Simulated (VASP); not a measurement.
# CdC4 (Im-3m) in VASP: further runs

CdC4 is run at these levels: PBE; tasks: single point, relaxation of cell and atoms.

Everything below comes from runs of VASP 6.6.1. Logs are shortened: lines on timing, memory, paths and dates and some standing lists are left out, and cuts for length are marked.

### 1 The cell of the first run

The structure is cubic, space group Im-3m (No. 229). The conventional cell has a = 5.090 Å, b = 5.090 Å, c = 5.090 Å, α = 90.00°, β = 90.00°, γ = 90.00°. Cd (site symmetry m-3m) has 8 C at 2.20 Å within 2.9 Å. C (site symmetry -3m) has 2 Cd at 2.20 Å and 6 C at 2.55 Å within 2.9 Å.

### 2 Single point, PBE

Input file INCAR:

```
SYSTEM = CdC4
ALGO = Normal ; EDIFF = 1E-6
ENCUT = 520 ; GGA = PE
ISIF = 2 ; ISMEAR = 0
LASPH = .True. ; LCHARG = .False.
LREAL = .False. ; LWAVE = .False.
NBANDS = 22 ; NELM = 80
PREC = Accurate ; SIGMA = 0.1
```

Input file KPOINTS:

```
k-points
0
Gamma
  10 10 10
  0 0 0
```

Input file POSCAR:

```
CdC4
1.0
   -2.5451203515      2.5451203515      2.5451203515
    2.5451203515     -2.5451203515      2.5451203515
    2.5451203515      2.5451203515     -2.5451203515
Cd C
1 4
Direct
    0.0000000000      0.0000000000      0.0000000000
    0.0000000000      0.0000000000      0.5000000000
    0.0000000000      0.5000000000      0.0000000000
    0.5000000000      0.0000000000      0.0000000000
    0.5000000000      0.5000000000      0.5000000000
```

Potentials or basis: VASP PAW PBE potentials, release 64 (Cd, C).

On the command line:

```console
$ cat potpaw_PBE.64/Cd/POTCAR potpaw_PBE.64/C/POTCAR > POTCAR
$ mpirun -np 1 vasp_std > vasp.out
```

OUTCAR:

```text
SYSTEM = CdC4
   EDIFF = 1E-6
   ENCUT = 520
   GGA = PE
   ISIF = 2
   ISMEAR = 0
   LASPH = .True.
   LREAL = .False.
   NELM = 80
   PREC = Accurate

 ion  position               nearest neighbor table
   1  0.000  0.000  0.000-   2 2.20   3 2.20   4 2.20   5 2.20   2 2.20   3 2.20   4 2.20   5 2.20

   2  0.000  0.000  0.500-   1 2.20   1 2.20
   3  0.000  0.500  0.000-   1 2.20   1 2.20
   4  0.500  0.000  0.000-   1 2.20   1 2.20
   5  0.500  0.500  0.500-   1 2.20   1 2.20

  LATTYP: Found a body centered cubic cell.
 ALAT       =     5.0902407030

  Lattice vectors:

 A1 = (  -2.5451203515,   2.5451203515,   2.5451203515)
 A2 = (   2.5451203515,  -2.5451203515,   2.5451203515)
 A3 = (   2.5451203515,   2.5451203515,  -2.5451203515)

Analysis of symmetry for initial positions (statically):
=====================================================================
 Subroutine PRICEL returns:
 Original cell was already a primitive cell.

 Routine SETGRP: Setting up the symmetry group for a
 body centered cubic supercell.

 Subroutine GETGRP returns: Found 48 space group operations
 (whereof 48 operations were pure point group operations)
 out of a pool of 48 trial point group operations.

The static configuration has the point symmetry O_h .

Analysis of symmetry for dynamics (positions and initial velocities):
=====================================================================
 Subroutine PRICEL returns:
 Original cell was already a primitive cell.

 Routine SETGRP: Setting up the symmetry group for a
 body centered cubic supercell.

 Subroutine GETGRP returns: Found 48 space group operations
 (whereof 48 operations were pure point group operations)
 out of a pool of 48 trial point group operations.

The dynamic configuration has the point symmetry O_h .

 Subroutine INISYM returns: Found 48 space group operations
 (whereof 48 operations are pure point group operations),
 and found     1 'primitive' translations

----------------------------------------------------------------------------------------

                                     Primitive cell

  volume of cell :      65.9455

  direct lattice vectors                    reciprocal lattice vectors
    -2.545120352  2.545120352  2.545120352     0.000000000  0.196454364  0.196454364
     2.545120352 -2.545120352  2.545120352     0.196454364  0.000000000  0.196454364
     2.545120352  2.545120352 -2.545120352     0.196454364  0.196454364  0.000000000

  length of vectors
     4.408277760  4.408277760  4.408277760     0.277828426  0.277828426  0.277828426

  position of ions in fractional coordinates (direct lattice)
     0.000000000  0.000000000  0.000000000
     0.000000000  0.000000000  0.500000000
     0.000000000  0.500000000  0.000000000
     0.500000000  0.000000000  0.000000000
     0.500000000  0.500000000  0.500000000

  ion indices of the primitive-cell ions
   primitive index   ion index
                 1           1
                 2           2
                 3           3
                 4           4
                 5           5

----------------------------------------------------------------------------------------

 KPOINTS: k-points

Automatic generation of k-mesh.
 Grid dimensions read from file:
 generate k-points for:   10   10   10

 Generating k-lattice:

  Cartesian coordinates                     Fractional coordinates (reciprocal lattice)
     0.000000000  0.019645436  0.019645436     0.100000000  0.000000000  0.000000000
     0.019645436  0.000000000  0.019645436     0.000000000  0.100000000  0.000000000
     0.019645436  0.019645436  0.000000000     0.000000000  0.000000000  0.100000000

  Length of vectors
     0.027782843  0.027782843  0.027782843

  Shift w.r.t. Gamma in fractional coordinates (k-lattice)
     0.000000000  0.000000000  0.000000000

 Subroutine IBZKPT returns following result:
 ===========================================

 Found     47 irreducible k-points:

 Following reciprocal coordinates:
            Coordinates               Weight
  0.000000  0.000000  0.000000      1.000000
  0.100000  0.000000  0.000000     12.000000
  0.200000  0.000000  0.000000     12.000000
  0.300000  0.000000  0.000000     12.000000
  0.400000  0.000000  0.000000     12.000000
  0.500000  0.000000  0.000000      6.000000
[... 16 lines left out ...]
  0.300000  0.300000  0.100000      8.000000
 -0.300000  0.300000  0.100000     24.000000
 [... further k-points ...]
   k-points           NKPTS =     47   k-points in BZ     NKDIM =     47   number of bands    NBANDS=     22
   number of dos      NEDOS =    301   number of ions     NIONS =      5
   total plane-waves  NPLWV =  46656
   dimension x,y,z NGX =    36 NGY =   36 NGZ =   36
   dimension x,y,z NGXF=    72 NGYF=   72 NGZF=   72
   ions per type =               1   4
   NGX,Y,Z   is equivalent  to a cutoff of  13.58, 13.58, 13.58 a.u.
   NGXF,Y,Z  is equivalent  to a cutoff of  27.15, 27.15, 27.15 a.u.
 SYSTEM =  CdC4
   PREC   = accura    normal or accurate (medium, high low for compatibility)
   ISTART =      0    job   : 0-new  1-cont  2-samecut
   ICHARG =      2    charge: 1-file 2-atom 10-const
   ISPIN  =      1    spin polarized calculation?
   LNONCOLLINEAR =      F non collinear calculations
   LSORBIT =      F    spin-orbit coupling
   LASPH  =      T    aspherical Exc in radial PAW
   ENCUT  =  520.0 eV  38.22 Ry    6.18 a.u.   8.20  8.20  8.20*2*pi/ulx,y,z
   NELM   =     80;   NELMIN=  2; NELMDL= -5     # of ELM steps
   EDIFF  = 0.1E-05   stopping-criterion for ELM
   LREAL  =      F    real-space projection
   EDIFFG = 0.1E-04   stopping-criterion for IOM
   NSW    =      0    number of steps for IOM
   IBRION =     -1    ionic relax: 0-MD 1-quasi-New 2-CG
   NFREE  =      0    steps in history (QN), initial steepest desc. (CG)
   ISIF   =      2    stress and relaxation
   ISYM   =      2    0-nonsym 1-usesym 2-fastsym
   POTIM  = 0.5000    time-step for ionic-motion
   TEBEG  =    0.0;   TEEND  =   0.0 temperature during run
   PSTRESS=    0.0 pullay stress
   NELECT =      28.0000    total number of electrons
   NUPDOWN=      -1.0000    fix difference up-down
   EMIN   =  10.00;   EMAX   =-10.00  energy-range for DOS
   EFERMI =   0.00;   METHOD = LEGACY
   ISMEAR =     0;   SIGMA  =   0.10  broadening in eV -4-tet -1-fermi 0-gaus
   EFERMI_NEDOS =   21; number of points for ismear=-14 and -15
   IALGO  =     38    algorithm
   IMIX   =      4    mixing-type and parameters
     AMIX     =   0.40;   BMIX     =  1.00
     AMIX_MAG =   1.60;   BMIX_MAG =  1.00
  volume/ion in A,a.u.               =      13.19        89.00
  Fermi-wavevector in a.u.,A,eV,Ry     =   1.230455  2.325223 20.599497  1.514020
  Thomas-Fermi vector in A             =   2.365303
   LORBIT       =      0    0 simple, 1 ext, 2 COOP (PROOUT), +10 PAW based schemes
   GGA     = PE    functional components
   LHFCALC =     F    Hartree Fock is set to
   AEXX    =    0.0000 exact exchange contribution
   IVDW    =     0    specifies the selected vdW correction
   LEPSILON=     F    determine dielectric tensor
   LRPA    =     F    only Hartree local field effects (RPA)
 non-spin polarized calculation
 Gauss-broadening in eV      SIGMA  =   0.10
  energy-cutoff  :      520.00
  volume of cell :       65.95
 maximum number of plane-waves:      1830
 NGX is ok and might be reduce to    36
   NGX = 17   NGY = 17   NGZ = 17

 number of electron      28.0000004 magnetization

 Free energy of the ion-electron system (eV)
  ---------------------------------------------------
  ext. energy  EPLUGINS =         0.00000000
  ---------------------------------------------------
  free energy    TOTEN  =       -16.53287617 eV

  energy without entropy =      -16.51357213  energy(sigma->0) =      -16.52322415

 E-fermi :   2.0351     XC(G=0): -10.4735

 val. band max:        2.0235622607   @ k =   0.3000   0.2000   0.1000
 cond. band min:       2.0678215429   @ k =  -0.4000   0.5000   0.3000
 fundamental gap:      0.0442592822
 Fermi energy:         2.0350724088

 k-point     1 :       0.0000    0.0000    0.0000
  band No.  band energies     occupation
      1     -11.0250      2.00000
      2      -8.3481      2.00000
      3      -8.3481      2.00000
      4      -8.3481      2.00000
      5      -6.3627      2.00000
      6      -6.3627      2.00000
[... 14 lines left out ...]
     21       6.6706      0.00000
     22       7.3965      0.00000

 k-point     2 :       0.1000    0.0000    0.0000
  band No.  band energies     occupation
      1     -10.9355      2.00000
      2      -8.3705      2.00000
      3      -8.3561      2.00000
      4      -8.2881      2.00000
      5      -6.3783      2.00000
      6      -6.3730      2.00000
[... 14 lines left out ...]
     21       6.5961      0.00000
     22       7.7227      0.00000

 k-point     3 :       0.2000    0.0000    0.0000
  band No.  band energies     occupation
      1     -10.6740      2.00000
      2      -8.4279      2.00000
      3      -8.3804      2.00000
      4      -8.1095      2.00000
      5      -6.4168      2.00000
      6      -6.3992      2.00000
[... 14 lines left out ...]
     21       6.4042      0.00000
     22       8.6344      0.00000

 k-point     4 :       0.3000    0.0000    0.0000
  band No.  band energies     occupation
      1     -10.2685      2.00000
      2      -8.4968      2.00000
      3      -8.4248      2.00000
      4      -7.8195      2.00000
      5      -6.4600      2.00000
      6      -6.4301      2.00000
[... 14 lines left out ...]
     21       6.1854      0.00000
     22       9.9739      0.00000

 k-point     5 :       0.4000    0.0000    0.0000
  band No.  band energies     occupation
      1      -9.8027      2.00000
      2      -8.5509      2.00000
      3      -8.4997      2.00000
      4      -7.4501      2.00000
      5      -6.5012      2.00000
      6      -6.4823      2.00000
[... 417 lines left out ...]
 k-point    22 :      -0.2000    0.2000    0.1000
  band No.  band energies     occupation
      1     -10.5842      2.00000
      2      -8.4016      2.00000
      3      -8.3768      2.00000
      4      -8.0998      2.00000
      5      -6.4440      2.00000
      6      -6.4070      2.00000
[... 14 lines left out ...]
     21       6.4377      0.00000
     22       8.8050      0.00000

 k-point    23 :       0.3000    0.3000    0.1000
  band No.  band energies     occupation
      1      -9.0301      2.00000
      2      -8.6299      2.00000
      3      -8.6299      2.00000
      4      -8.0035      2.00000
      5      -6.4757      2.00000
      6      -6.4757      2.00000
[... 14 lines left out ...]
     21       3.7543      0.00000
     22      12.9420      0.00000

 k-point    24 :      -0.3000    0.3000    0.1000
  band No.  band energies     occupation
      1     -10.1783      2.00000
      2      -8.4650      2.00000
      3      -8.4083      2.00000
      4      -7.8185      2.00000
      5      -6.4894      2.00000
      6      -6.4448      2.00000
[... 14 lines left out ...]
     21       6.1957      0.00000
     22      10.0077      0.00000

 [... further k-points ...]
[... 5 lines left out ...]
  --------------------------------------------------------------------------------------
  -------------------------------------------------------------------------------------
  Total        0.5748157      0.5748157      0.5748157     -0.0000000      0.0000000      0.0000000
  in kB       13.9654285     13.9654285     13.9654285     -0.0000000      0.0000000      0.0000000
  external PRESSURE =      13.9654285 kB  Pullay stress =       0.0000000 kB

 VOLUME and BASIS-vectors are now :
 -----------------------------------------------------------------------------
  energy-cutoff  :      520.00
  volume of cell :       65.95
      direct lattice vectors                 reciprocal lattice vectors
    -2.545120352  2.545120352  2.545120352     0.000000000  0.196454364  0.196454364
     2.545120352 -2.545120352  2.545120352     0.196454364  0.000000000  0.196454364
     2.545120352  2.545120352 -2.545120352     0.196454364  0.196454364  0.000000000

 POSITION                                       TOTAL-FORCE (eV/Angst)
 -----------------------------------------------------------------------------------
      0.00000      0.00000      0.00000         0.000000      0.000000     -0.000000
      1.27256      1.27256     -1.27256        -0.000000     -0.000000      0.000000
      1.27256     -1.27256      1.27256         0.000000     -0.000000      0.000000
     -1.27256      1.27256      1.27256         0.000000      0.000000      0.000000
      1.27256      1.27256      1.27256        -0.000000      0.000000     -0.000000
 -----------------------------------------------------------------------------------
    total drift:                               -0.000000     -0.000000      0.000000

  FREE ENERGIE OF THE ION-ELECTRON SYSTEM (eV)
  ---------------------------------------------------
  free  energy   TOTEN  =       -16.5328761674 eV

  energy  without entropy=      -16.5135721348  energy(sigma->0) =      -16.52322415
```

Wall time 55 s (1 thread of Intel Xeon Platinum 8259CL at 2.50GHz (Skylake/Cascade Lake), shared host); peak memory 0.23 GiB.

Results:

| Item | Value |
| --- | --- |
| Free energy | -16.5329 eV |
| Pressure | 1.4 GPa |
| Band gap on the k mesh | zero (band 14 reaches 2.53 eV, above the bottom of band 15 at -0.02 eV) |

### 3 Relaxation of cell and atoms, PBE

This run uses another cell than the first one, of 13.10 Å³/atom, 0.994 times its volume.

Input file INCAR:

```
ALGO = Normal
EDIFF = 1E-6
EDIFFG = -0.01
ENCUT = 600
GGA = PE
IBRION = 2
ISIF = 3
ISMEAR = 0
LASPH = T
LCHARG = F
LREAL = F
LWAVE = F
NELM = 80
NSW = 100
PREC = Accurate
SIGMA = 0.1
```

Input file KPOINTS:

```
k-points
0
Gamma
  10 10 10
```

POSCAR, as its differences from that of step 2:

```diff
@@ -2,5 +2,5 @@
 1.0
-   -2.5451203515      2.5451203515      2.5451203515
-    2.5451203515     -2.5451203515      2.5451203515
-    2.5451203515      2.5451203515     -2.5451203515
+   -2.5396862429      2.5396862429      2.5396862429
+    2.5396862429     -2.5396862429      2.5396862429
+    2.5396862429      2.5396862429     -2.5396862429
 Cd C
```

Potentials or basis: VASP PAW PBE potentials, release 64 (Cd, C).

On the command line:

```console
$ cat potpaw_PBE.64/Cd/POTCAR potpaw_PBE.64/C/POTCAR > POTCAR
$ mpirun -np 1 vasp_std > vasp.out
```

OUTCAR:

```text
EDIFF = 1E-6
   EDIFFG = -0.01
   ENCUT = 600
   GGA = PE
   IBRION = 2
   ISIF = 3
   ISMEAR = 0
   LASPH = T
   LREAL = F
   NELM = 80
   NSW = 100
   PREC = Accurate

 ion  position               nearest neighbor table
   1  0.000  0.000  0.000-   2 2.20   3 2.20   4 2.20   5 2.20   2 2.20   3 2.20   4 2.20   5 2.20

   2  0.000  0.000  0.500-   1 2.20   1 2.20
   3  0.000  0.500  0.000-   1 2.20   1 2.20
   4  0.500  0.000  0.000-   1 2.20   1 2.20
   5  0.500  0.500  0.500-   1 2.20   1 2.20

  LATTYP: Found a body centered cubic cell.
 ALAT       =     5.0793724858

  Lattice vectors:

 A1 = (  -2.5396862429,   2.5396862429,   2.5396862429)
 A2 = (   2.5396862429,  -2.5396862429,   2.5396862429)
 A3 = (   2.5396862429,   2.5396862429,  -2.5396862429)

Analysis of symmetry for initial positions (statically):
=====================================================================
 Subroutine PRICEL returns:
 Original cell was already a primitive cell.

 Routine SETGRP: Setting up the symmetry group for a
 body centered cubic supercell.

 Subroutine GETGRP returns: Found 48 space group operations
 (whereof 48 operations were pure point group operations)
[... 174 lines left out ...]

  FORCE on cell =-STRESS in cart. coord.  units (eV):
  Direction    XX          YY          ZZ          XY          YZ          ZX
  --------------------------------------------------------------------------------------
  -------------------------------------------------------------------------------------
  Total        0.7893577      0.7893577      0.7893577      0.0000000      0.0000000     -0.0000000
  in kB       19.3011963     19.3011963     19.3011963      0.0000000      0.0000000     -0.0000000
  external PRESSURE =      19.3011963 kB  Pullay stress =       0.0000000 kB
[... 65 lines left out ...]
--------------------------------------- Ionic step        3  -------------------------------------------

 number of electron      28.0000006 magnetization

 Free energy of the ion-electron system (eV)
  ---------------------------------------------------
  ext. energy  EPLUGINS =         0.00000000
  ---------------------------------------------------
  free energy    TOTEN  =       -16.53657913 eV

  energy without entropy =      -16.51731371  energy(sigma->0) =      -16.52694642

 E-fermi :   1.9202     XC(G=0): -10.4078

 val. band max:        1.9181633324   @ k =   0.3000   0.2000   0.1000
 cond. band min:       1.9541453746   @ k =  -0.4000   0.5000   0.3000
 fundamental gap:      0.0359820422
 Fermi energy:         1.9202436312

 k-point     1 :       0.0000    0.0000    0.0000
  band No.  band energies     occupation
      1     -11.0314      2.00000
      2      -8.3835      2.00000
      3      -8.3835      2.00000
      4      -8.3835      2.00000
      5      -6.4182      2.00000
      6      -6.4182      2.00000
[... 481 lines left out ...]
      5      -6.5397      2.00000
      6      -6.4971      2.00000
[... 10 lines left out ...]
     17       4.2088      0.00000
     18       4.4416      0.00000

 [... further k-points ...]
[... 5 lines left out ...]
  --------------------------------------------------------------------------------------
  -------------------------------------------------------------------------------------
  Total        0.0012294      0.0012294      0.0012294      0.0000000      0.0000000      0.0000000
  in kB        0.0294571      0.0294571      0.0294571      0.0000000      0.0000000      0.0000000
  external PRESSURE =       0.0294571 kB  Pullay stress =       0.0000000 kB
[... 20 lines left out ...]
  FREE ENERGIE OF THE ION-ELECTRON SYSTEM (eV)
  ---------------------------------------------------
  free  energy   TOTEN  =       -16.5365791321 eV

  energy  without entropy=      -16.5173137122  energy(sigma->0) =      -16.52694642

 reached required accuracy - stopping structural energy minimisation
```

CONTCAR:

```text
CdC4
   1.00000000000000
    -2.5569371301017032    2.5569371301017032    2.5569371301017032
     2.5569371301017032   -2.5569371301017032    2.5569371301017032
     2.5569371301017032    2.5569371301017032   -2.5569371301017032
  Cd              C
     1     4
Direct
     0.0000000000000000    0.0000000000000000    0.0000000000000000
     0.0000000000000000    0.0000000000000000    0.5000000000000000
     0.0000000000000000    0.5000000000000000    0.0000000000000000
     0.5000000000000000    0.0000000000000000    0.0000000000000000
     0.5000000000000000    0.5000000000000000    0.5000000000000000

  0.00000000E+00  0.00000000E+00  0.00000000E+00
  0.00000000E+00  0.00000000E+00  0.00000000E+00
  0.00000000E+00  0.00000000E+00  0.00000000E+00
  0.00000000E+00  0.00000000E+00  0.00000000E+00
  0.00000000E+00  0.00000000E+00  0.00000000E+00
```

It took 2.2 min on 1 thread of Intel Xeon Platinum 8259CL at 2.50GHz (Skylake/Cascade Lake), shared host; peak memory 0.25 GiB.

What came out:

* Free energy: -16.5366 eV
* Relaxed volume: 13.37 Å³/atom
* Relaxed cell: a = 4.429 Å, b = 4.429 Å, c = 4.429 Å, α = 109.47°, β = 109.47°, γ = 109.47°
* Space group after relaxing (to 0.05 Å): Im-3m (No. 229)
* Energy gained by relaxing: 1.6 meV/atom
* Ionic steps: 3
* Pressure after relaxing: 0.0 GPa
* Band gap on the k mesh: zero (band 14 reaches 2.42 eV, above the bottom of band 15 at -0.08 eV)

Step by step:
```tsv
step	energy change (eV)	largest force (eV/Å)	pressure (GPa)	volume (Å³)
1	0.0000	0.0000	1.93	65.52
2	-0.0079	0.0000	-0.23	67.03
3	-0.0080	0.0000	0.00	66.87
```

Final structure:
```yaml
crystal:
  lattice:
    - [-2.55694, 2.55694, 2.55694]
    - [2.55694, -2.55694, 2.55694]
    - [2.55694, 2.55694, -2.55694]
  atoms:
    - { symbol: Cd, position: [0.00000, 0.00000, 0.00000] }
    - { symbol: C, position: [0.00000, 0.00000, 0.50000] }
    - { symbol: C, position: [0.00000, 0.50000, 0.00000] }
    - { symbol: C, position: [0.50000, 0.00000, 0.00000] }
    - { symbol: C, position: [0.50000, 0.50000, 0.50000] }
```

Levels at points of the mesh, in eV from the Fermi level:
```csv
k point,band 12,band 13,band 14,band 15,band 16,band 17
"(0.00, 0.00, 0.00)",-3.59,-2.01,-2.01,-2.01,2.63,2.63
"(0.50, 0.00, 0.00)",-0.82,-0.07,0.05,0.36,0.37,1.25
"(0.50, 0.50, 0.50)",-3.14,0.30,0.30,0.30,3.86,3.86
```
